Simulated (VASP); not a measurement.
Set up this calculation in VASP 6.6.1, as the native input.

* Task: single point
* Functional: PBE
* Dispersion: D3(BJ)
* Potentials or basis: VASP PAW PBE potentials, release 64 (Na_pv, Cl)
* Cutoff: 520 eV
* k mesh: 7 × 7 × 7
* Occupations: fermi-dirac, width 0.03 eV
* Spin: no spin polarisation
* Dipole correction: no
* Further INCAR settings: ALGO = Normal; EDIFF = 1e-07; NBANDS = 14

The structure of NaCl lies in POSCAR:

```
NaCl
1.0
    0.0424762500      2.8529881250      2.8529881250
    2.8529881250      0.0424762500      2.8529881250
    2.8529881250      2.8529881250      0.0424762500
Na Cl
1 1
Direct
    0.0000000000      0.0000000000      0.0000000000
    0.5000000000      0.5000000000      0.5000000000
```

The input as run:

INCAR

```
  PREC = Accurate
  ENCUT = 520
  EDIFF = 1E-7
  ISMEAR = -1
  SIGMA = 0.03
  LREAL = False
  LASPH = True
  NELM = 80
  ALGO = Normal
  ISIF = 2
  LWAVE = False
  LCHARG = False
  GGA = PE
  IVDW = 12
  NBANDS = 14
```

KPOINTS

```
Automatic mesh
0
Gamma
  7 7 7
```

Potentials or basis: VASP PAW PBE potentials, release 64 (Na_pv, Cl).

The run is started by

```bash
$ cat potpaw_PBE.64/Na_pv/POTCAR potpaw_PBE.64/Cl/POTCAR > POTCAR
$ mpirun -np 1 vasp_std > vasp.out
```

Results of the run:

The pressure is -1.2 GPa and the band gap on the k mesh is 5.03 eV, direct. The dispersion energy per atom is -0.212 eV.

Wall time 23 s on 1 thread of AMD EPYC 7R43 64-Core Processor (Zen 3), with other jobs on the host, peak memory 0.14 GiB.
